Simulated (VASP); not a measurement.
Write the native input for VASP 6.6.1 that does the following.

```
Task                   : single point
Functional             : PBE
Potentials or basis    : VASP PAW PBE potentials, release 64 (Zr_sv, N)
Cutoff                 : 600 eV
k mesh                 : 20 × 20 × 20
Occupations            : gaussian, width 0.1 eV
Spin                   : no spin polarisation
Dipole correction      : no
Further INCAR settings : ALGO = Normal; EDIFF = 1e-06; NBANDS = 16
```

The structure of ZrN lies in POSCAR:

```
ZrN
1.0
    0.0000000000      2.2014922839      2.2014922839
    2.2014922839      0.0000000000      2.2014922839
    2.2014922839      2.2014922839      0.0000000000
Zr N
1 1
Direct
    0.0000000000      0.0000000000      0.0000000000
    0.5000000000      0.5000000000      0.5000000000
```

These files were run (other wordings do the same):

INCAR

```
SYSTEM = ZrN
PREC = Accurate
ENCUT = 600
EDIFF = 1E-6
ISMEAR = 0
SIGMA = 0.1
LREAL = .False.
LASPH = .True.
NELM = 120
ALGO = Normal
ISIF = 2
LWAVE = .False.
LCHARG = .False.
GGA = PE
NBANDS = 16
GGA_COMPAT = .False.
```

KPOINTS

```
regular mesh
0
Gamma
  20 20 20
  0 0 0
```

Potentials or basis: VASP PAW PBE potentials, release 64 (Zr_sv, N).

Launch:

```console
$ cat potpaw_PBE.64/Zr_sv/POTCAR potpaw_PBE.64/N/POTCAR > POTCAR
$ mpirun -np 1 vasp_std > vasp.out
```

It gave:

```json
{
 "Pressure": "42.2 GPa",
 "Band gap on the k mesh": "zero (an odd number of electrons rules out a gap without spin polarisation)"
}
```

Caveat: the cell stands under pressure.

Wall time 3.3 min on 1 thread of Intel Xeon 8259CL, on a shared host, peak memory 0.24 GiB.
